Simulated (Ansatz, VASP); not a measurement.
**Two plane-wave programs on Ag**

INCAR

```
SYSTEM = Ag
PREC = Accurate ; ENCUT = 520
EDIFF = 1E-7 ; ISMEAR = -1
SIGMA = 0.1 ; LREAL = .False.
LASPH = .True. ; NELM = 80
ALGO = Normal ; ISIF = 2
LWAVE = .False. ; LCHARG = .False.
LDIPOL = .True. ; IDIPOL = 3
DIPOL = 0.5 0.5 0.500 ; GGA = PE
NBANDS = 42
```

File KPOINTS:

```
regular mesh
0
Gamma
  12 12 1
  0 0 0
```

POSCAR

```
Ag
1.0
    2.9330648187      0.0000000000      0.0000000000
    0.0000000000      2.9330648187      0.0000000000
    0.0000000000      0.0000000000     26.3700000000
Ag
6
Direct
    0.2500000000      0.2500000000      0.3033759933
    0.7500000000      0.7500000000      0.3820255960
    0.2500000000      0.2500000000      0.4606751987
    0.7500000000      0.7500000000      0.5393248013
    0.2500000000      0.2500000000      0.6179744040
    0.7500000000      0.7500000000      0.6966240067
```

Input for Ansatz:

```yaml
crystal:
  lattice:
    - [2.9330648187, 0.0, 0.0]
    - [0.0, 2.9330648187, 0.0]
    - [0.0, 0.0, 26.37]
  atoms:
    - { symbol: Ag, position: [0.25, 0.25, 0.3033759933] }
    - { symbol: Ag, position: [0.75, 0.75, 0.382025596] }
    - { symbol: Ag, position: [0.25, 0.25, 0.4606751987] }
    - { symbol: Ag, position: [0.75, 0.75, 0.5393248013] }
    - { symbol: Ag, position: [0.25, 0.25, 0.617974404] }
    - { symbol: Ag, position: [0.75, 0.75, 0.6966240067] }
kpoints:
  mp_grid: { grid: [12, 12, 1] }
scf:
  occupations: { method: fermi_dirac, width: 0.1 }
hamiltonian:
  xc: pbe
  pseudopotentials: { kind: paw }
output:
  forces: true
  stress: true
  eigenvalues: true
  populations: true
efield:
  axis: 3
  amplitude: 0
  dipole_correction: true
```

Alike in both runs: task single point; functional PBE; k mesh 12 × 12 × 1; occupations fermi-dirac, width 0.1 eV; no spin polarisation.

|  | VASP | Ansatz |
| --- | --- | --- |
| version | VASP 6.6.1 | Ansatz 0.2.0 |
| potentials or method | VASP PAW PBE potentials, release 64 (Ag) | PAW with Ansatz's default frozen-core files, scalar-relativistic |
| plane-wave cutoff (eV) | 520 | 420 |
| valence electrons in the cell | 66 | 114 |

```csv
,VASP,Ansatz,Ansatz less VASP
rms of the force components (eV/Å),0.053,0.052,-0.0008
```

Atom by atom the forces differ by 0.001 eV/Å (rms over components). VASP's potentials hold 66 valence electrons a cell and Ansatz's 114, so a difference there can come from the potentials and not from the codes.
